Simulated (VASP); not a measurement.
# C11O in VASP: further runs

Runs on C11O. Level: PBE+D3(BJ). Tasks: single point.

All numbers are computed with VASP 6.6.1; they aren't measurements. Logs are shortened: lines on timing, memory, paths and dates and some standing lists are left out, and cuts for length are marked.

## Step 1: The cell of the first run

The cell holds a slab with vacuum, 12 atoms: a = 3.647 Å, b = 4.269 Å, c = 23.181 Å, α = 90.00°, β = 90.00°, γ = 112.97°.

## Step 2: Single point, PBE+D3(BJ)

INCAR reads:

```
SYSTEM = C11O
  PREC = Accurate
  ENCUT = 520
  EDIFF = 1E-6
  ISMEAR = 0
  SIGMA = 0.05
  LREAL = .FALSE.
  LASPH = .TRUE.
  NELM = 60
  ALGO = Normal
  ISIF = 2
  LWAVE = .FALSE.
  LCHARG = .TRUE.
  LDIPOL = .TRUE.
  IDIPOL = 3
  DIPOL = 0.5 0.5 0.319
  GGA = PE
  IVDW = 12
  LELF = .TRUE.
  LVHAR = .TRUE.
  LVACPOTAV = .TRUE.
  NBANDS = 37
```

KPOINTS reads:

```
Automatic mesh
0
G
  8 7 1
  0 0 0
```

POSCAR reads:

```
C11O
1.0
    3.6473242347      0.0000000000      0.0000000000
   -1.6658829406      3.9310150970      0.0000000000
    0.0000000000      0.0000000000     23.1809581692
C O
11 1
Direct
    0.5001799340      0.3333933113      0.1725554212
    0.4998200660      0.6666066887      0.1725554212
    0.5001799340      0.8333933113      0.2257231425
    0.4998200660      0.1666066887      0.2257231425
    0.5000212331      0.3353169669      0.2788716798
    0.4999787669      0.6646830331      0.2788716798
    0.5001286273      0.8366480408      0.3322552327
    0.4998713727      0.1633519592      0.3322552327
    0.4997623703      0.3544335274      0.3809574266
    0.5002376297      0.6455664726      0.3809574266
    0.4997623703      0.3544335274      0.5470420194
    0.4997623703      0.3544335274      0.4974323358
```

Potentials or basis: VASP PAW PBE potentials, release 64 (C, O).

The run is started by

```console
> cat potpaw_PBE.64/C/POTCAR potpaw_PBE.64/O/POTCAR > POTCAR
> mpirun -np 1 vasp_std > vasp.out
```

OUTCAR:

```text
SYSTEM = C11O
   PREC = Accurate
   ENCUT = 520
   EDIFF = 1E-6
   ISMEAR = 0
   LREAL = .FALSE.
   LASPH = .TRUE.
   NELM = 60
   ISIF = 2
   GGA = PE
   IVDW = 12
 IVDW          = 12

 ion  position               nearest neighbor table
   1  0.500  0.333  0.173-   4 1.42   2 1.42
   2  0.500  0.667  0.173-   3 1.42   1 1.42
   3  0.500  0.833  0.226-   2 1.42   4 1.42   6 1.43
   4  0.500  0.167  0.226-   1 1.42   3 1.42   5 1.43
   5  0.500  0.335  0.279-   6 1.41   4 1.43   8 1.44
   6  0.500  0.665  0.279-   5 1.41   3 1.43   7 1.44
   7  0.500  0.837  0.332-  10 1.39   8 1.40   6 1.44
   8  0.500  0.163  0.332-   9 1.39   7 1.40   5 1.44
   9  0.500  0.354  0.381-  10 1.24   8 1.39
  10  0.500  0.646  0.381-   9 1.24   7 1.39
  11  0.500  0.354  0.547-  12 1.15
  12  0.500  0.354  0.497-  11 1.15

  LATTYP: Found a simple monoclinic cell.
 ALAT       =     3.6473242347
 B/A-ratio  =     6.3556066523
 C/A-ratio  =     1.1705653965
 COS(beta)  =    -0.3901884655

  Lattice vectors:

 A1 = (   3.6473242347,   0.0000000000,   0.0000000000)
 A2 = (   0.0000000000,   0.0000000000, -23.1809581692)
 A3 = (  -1.6658829406,   3.9310150970,   0.0000000000)

Analysis of symmetry for initial positions (statically):
=====================================================================
 Subroutine PRICEL returns:
 Original cell was already a primitive cell.

 Routine SETGRP: Setting up the symmetry group for a
 simple monoclinic supercell.

 Subroutine GETGRP returns: Found  1 space group operations
 (whereof  1 operations were pure point group operations)
 out of a pool of  4 trial point group operations.

The static configuration has the point symmetry C_1 .

Analysis of symmetry for dynamics (positions and initial velocities):
=====================================================================
 Subroutine PRICEL returns:
 Original cell was already a primitive cell.

 Routine SETGRP: Setting up the symmetry group for a
 simple monoclinic supercell.

 Subroutine GETGRP returns: Found  1 space group operations
 (whereof  1 operations were pure point group operations)
 out of a pool of  4 trial point group operations.

The dynamic configuration has the point symmetry C_1 .

 Subroutine INISYM returns: Found  1 space group operations
 (whereof  1 operations are pure point group operations),
 and found     1 'primitive' translations

----------------------------------------------------------------------------------------

                                     Primitive cell

  volume of cell :     332.3613

  direct lattice vectors                    reciprocal lattice vectors
     3.647324235  0.000000000  0.000000000     0.274173596  0.116189102  0.000000000
    -1.665882941  3.931015097  0.000000000     0.000000000  0.254387219  0.000000000
     0.000000000  0.000000000 23.180958169     0.000000000  0.000000000  0.043138855

  length of vectors
     3.647324235  4.269431539 23.180958169     0.297776876  0.254387219  0.043138855

  position of ions in fractional coordinates (direct lattice)
     0.500179934  0.333393311  0.172555421
     0.499820066  0.666606689  0.172555421
     0.500179934  0.833393311  0.225723143
     0.499820066  0.166606689  0.225723143
     0.500021233  0.335316967  0.278871680
     0.499978767  0.664683033  0.278871680
     0.500128627  0.836648041  0.332255233
     0.499871373  0.163351959  0.332255233
     0.499762370  0.354433527  0.380957427
     0.500237630  0.645566473  0.380957427
     0.499762370  0.354433527  0.547042019
     0.499762370  0.354433527  0.497432336

  ion indices of the primitive-cell ions
   primitive index   ion index
                 1           1
                 2           2
                 3           3
                 4           4
                 5           5
                 6           6
                 7           7
                 8           8
                 9           9
                10          10
                11          11
                12          12

----------------------------------------------------------------------------------------

 KPOINTS: Automatic mesh

Automatic generation of k-mesh.
 Grid dimensions read from file:
 generate k-points for:    8    7    1

 Generating k-lattice:

  Cartesian coordinates                     Fractional coordinates (reciprocal lattice)
     0.034271699  0.014523638  0.000000000     0.125000000 -0.000000000  0.000000000
     0.000000000  0.036341031  0.000000000     0.000000000  0.142857143  0.000000000
     0.000000000  0.000000000  0.043138855     0.000000000  0.000000000  1.000000000

  Length of vectors
     0.037222110  0.036341031  0.043138855

  Shift w.r.t. Gamma in fractional coordinates (k-lattice)
     0.000000000  0.000000000  0.000000000

 Subroutine IBZKPT returns following result:
 ===========================================

 Found     29 irreducible k-points:

 Following reciprocal coordinates:
            Coordinates               Weight
  0.000000  0.000000  0.000000      1.000000
  0.125000  0.000000  0.000000      2.000000
  0.250000  0.000000  0.000000      2.000000
  0.375000  0.000000  0.000000      2.000000
  0.500000  0.000000  0.000000      1.000000
  0.000000  0.142857  0.000000      2.000000
[... 16 lines left out ...]
  0.125000  0.428571  0.000000      2.000000
  0.250000  0.428571  0.000000      2.000000
 [... further k-points ...]
   k-points           NKPTS =     29   k-points in BZ     NKDIM =     29   number of bands    NBANDS=     37
   number of dos      NEDOS =    301   number of ions     NIONS =     12
   total plane-waves  NPLWV = 161280
   dimension x,y,z NGX =    28 NGY =   32 NGZ =  180
   dimension x,y,z NGXF=    56 NGYF=   64 NGZF=  360
   ions per type =              11   1
   NGX,Y,Z   is equivalent  to a cutoff of  12.76, 12.46, 12.91 a.u.
   NGXF,Y,Z  is equivalent  to a cutoff of  25.52, 24.92, 25.82 a.u.
 SYSTEM =  C11O
   PREC   = accura    normal or accurate (medium, high low for compatibility)
   ISTART =      0    job   : 0-new  1-cont  2-samecut
   ICHARG =      2    charge: 1-file 2-atom 10-const
   ISPIN  =      1    spin polarized calculation?
   LNONCOLLINEAR =      F non collinear calculations
   LSORBIT =      F    spin-orbit coupling
   LASPH  =      T    aspherical Exc in radial PAW
   ENCUT  =  520.0 eV  38.22 Ry    6.18 a.u.   6.78  7.94 43.10*2*pi/ulx,y,z
   NELM   =     60;   NELMIN=  2; NELMDL= -5     # of ELM steps
   EDIFF  = 0.1E-05   stopping-criterion for ELM
   LREAL  =      F    real-space projection
[... 7 lines left out ...]
   TEBEG  =    0.0;   TEEND  =   0.0 temperature during run
   PSTRESS=    0.0 pullay stress
   NELECT =      50.0000    total number of electrons
   NUPDOWN=      -1.0000    fix difference up-down
   EMIN   =  10.00;   EMAX   =-10.00  energy-range for DOS
   EFERMI =   0.00;   METHOD = LEGACY
   ISMEAR =     0;   SIGMA  =   0.05  broadening in eV -4-tet -1-fermi 0-gaus
   EFERMI_NEDOS =   21; number of points for ismear=-14 and -15
   IALGO  =     38    algorithm
   IMIX   =      4    mixing-type and parameters
     AMIX     =   0.40;   BMIX     =  1.00
     AMIX_MAG =   1.60;   BMIX_MAG =  1.00
  volume/ion in A,a.u.               =      27.70       186.91
  Fermi-wavevector in a.u.,A,eV,Ry     =   0.870686  1.645357 10.314486  0.758093
  Thomas-Fermi vector in A             =   1.989686
   LORBIT       =      0    0 simple, 1 ext, 2 COOP (PROOUT), +10 PAW based schemes
   GGA     = PE    functional components
   LHFCALC =     F    Hartree Fock is set to
   AEXX    =    0.0000 exact exchange contribution
   IVDW    =    12    specifies the selected vdW correction
   LEPSILON=     F    determine dielectric tensor
   LRPA    =     F    only Hartree local field effects (RPA)
 non-spin polarized calculation
 Gauss-broadening in eV      SIGMA  =   0.05
  energy-cutoff  :      520.00
  volume of cell :      332.36
 maximum number of plane-waves:      8992
   NGX = 13   NGY = 15   NGZ = 87

 dipolmoment           0.000000      0.000000      0.009529 electrons x Angstroem

 number of electron      50.0000002 magnetization

 dipolmoment           0.000000      0.000000     -0.071607 electrons x Angstroem

 Free energy of the ion-electron system (eV)
  ---------------------------------------------------
  ext. energy  EPLUGINS =         0.00000000
  ---------------------------------------------------
  free energy    TOTEN  =       -97.13609877 eV

  energy without entropy =      -97.13290482  energy(sigma->0) =      -97.13450180

 E-fermi :  -2.7738     XC(G=0):  -4.3724

 val. band max:       -2.7757516519   @ k =  -0.1250   0.4286   0.0000
 cond. band min:      -2.7114803653   @ k =  -0.2500   0.4286   0.0000
 fundamental gap:      0.0642712866
 Fermi energy:        -2.7738155706

 k-point     1 :       0.0000    0.0000    0.0000
  band No.  band energies     occupation
      1     -26.8949      2.00000
      2     -21.4830      2.00000
      3     -19.6383      2.00000
      4     -16.9335      2.00000
      5     -16.0632      2.00000
      6     -15.4633      2.00000
[... 29 lines left out ...]
     36       3.3776      0.00000
     37       4.1522      0.00000

 k-point     2 :       0.1250    0.0000    0.0000
  band No.  band energies     occupation
      1     -26.8907      2.00000
      2     -21.4441      2.00000
      3     -19.6024      2.00000
      4     -16.9057      2.00000
      5     -16.0824      2.00000
      6     -15.4626      2.00000
[... 29 lines left out ...]
     36       3.6033      0.00000
     37       4.3725      0.00000
[... 838 lines left out ...]
     36       5.1321      0.00000
     37       5.2571      0.00000

 k-point    24 :       0.2500    0.4286    0.0000
  band No.  band energies     occupation
      1     -26.8761      2.00000
      2     -20.2147      2.00000
      3     -19.5743      2.00000
      4     -18.4463      2.00000
      5     -17.7610      2.00000
      6     -16.1106      2.00000
[... 29 lines left out ...]
     36       5.3277      0.00000
     37       5.4058      0.00000

 [... further k-points ...]

------------------------ aborting loop because EDIFF is reached ----------------------------------------

 Edisp (eV)   -1.29965

 E8    (eV) :    -0.3796

  FORCE on cell =-STRESS in cart. coord.  units (eV):
  Direction    XX          YY          ZZ          XY          YZ          ZX
  --------------------------------------------------------------------------------------
  -------------------------------------------------------------------------------------
  Total       0.02826    -1.52039    -1.94448     0.58946    -0.20420     0.08684
  in kB       0.13625    -7.32919    -9.37352     2.84156    -0.98438     0.41860
  external pressure =       -5.52 kB  Pullay stress =        0.00 kB

 VOLUME and BASIS-vectors are now :
 -----------------------------------------------------------------------------
  energy-cutoff  :      520.00
  volume of cell :      332.36
      direct lattice vectors                 reciprocal lattice vectors
     3.647324235  0.000000000  0.000000000     0.274173596  0.116189102  0.000000000
    -1.665882941  3.931015097  0.000000000     0.000000000  0.254387219  0.000000000
     0.000000000  0.000000000 23.180958169     0.000000000  0.000000000  0.043138855

 POSITION                                       TOTAL-FORCE (eV/Angst)
 -----------------------------------------------------------------------------------
      1.26892      1.31057      4.00000        -2.627005      6.146581      1.134664
      0.71252      2.62044      4.00000         2.627326     -6.146834      1.134509
      0.43598      3.27608      5.23248        -0.157711      0.376445     -1.177132
      1.54546      0.65493      5.23248         0.162054     -0.386893     -1.175206
      1.26514      1.31814      6.46451         0.001803      0.005176     -0.002508
      0.71630      2.61288      6.46451        -0.015904      0.028186     -0.014857
      0.43037      3.28888      7.70199         0.018792     -0.045389     -0.045671
      1.55107      0.64214      7.70199         0.019492     -0.043674      0.031298
      1.23235      1.39328      8.83096        -0.010339      0.020595     -0.353947
      0.74909      2.53773      8.83096        -0.061931      0.148112     -0.031116
      1.23235      1.39328     12.68096        -0.004299      0.009493     -0.646088
      1.23235      1.39328     11.53096         0.047723     -0.111798      1.146053
 -----------------------------------------------------------------------------------
    total drift:                               -0.000378     -0.000136     -0.000583

  FREE ENERGIE OF THE ION-ELECTRON SYSTEM (eV)
  ---------------------------------------------------
  free  energy   TOTEN  =       -98.4357478812 eV

  energy  without entropy=      -98.4325539272  energy(sigma->0) =      -98.43415090

 vacuum level on the upper side and lower side of the slab         2.861         3.765
```

It took 13 min on 1 thread of Oxide Virtual Turin-like, shared host; peak memory 0.5 GiB.

Results:

```
Free energy                : -98.4357 eV
Largest force              : 6.780 eV/Å
Band gap on the k mesh     : zero (bands 25 and 26 overlap by 0.74 eV)
Dispersion energy per atom : -0.108 eV
```

Forces on the atoms (eV/Å):
```
C   -2.627  6.147  1.135
C    2.627 -6.147  1.135
C   -0.158  0.376 -1.177
C    0.162 -0.387 -1.175
C    0.002  0.005 -0.003
C   -0.016  0.028 -0.015
C    0.019 -0.045 -0.046
C    0.019 -0.044  0.031
C   -0.010  0.021 -0.354
C   -0.062  0.148 -0.031
C   -0.004  0.009 -0.646
O    0.048 -0.112  1.146
```

Levels at points of the mesh, in eV from the Fermi level:
```csv
k point,band 21,band 22,band 23,band 24,band 25,band 26,band 27,band 28,band 29,band 30
"(0.00, 0.00, 0.00)",-1.94,-1.45,-1.38,-1.33,0.63,0.69,1.27,1.75,2.22,3.20
"(0.50, 0.00, 0.00)",-2.74,-1.65,-1.07,-0.75,0.08,1.12,1.30,1.93,2.08,2.28
```

(Part 1 of 2 ends here.)

The gap in the log of VASP goes by the Fermi energy; the results here count the filled bands.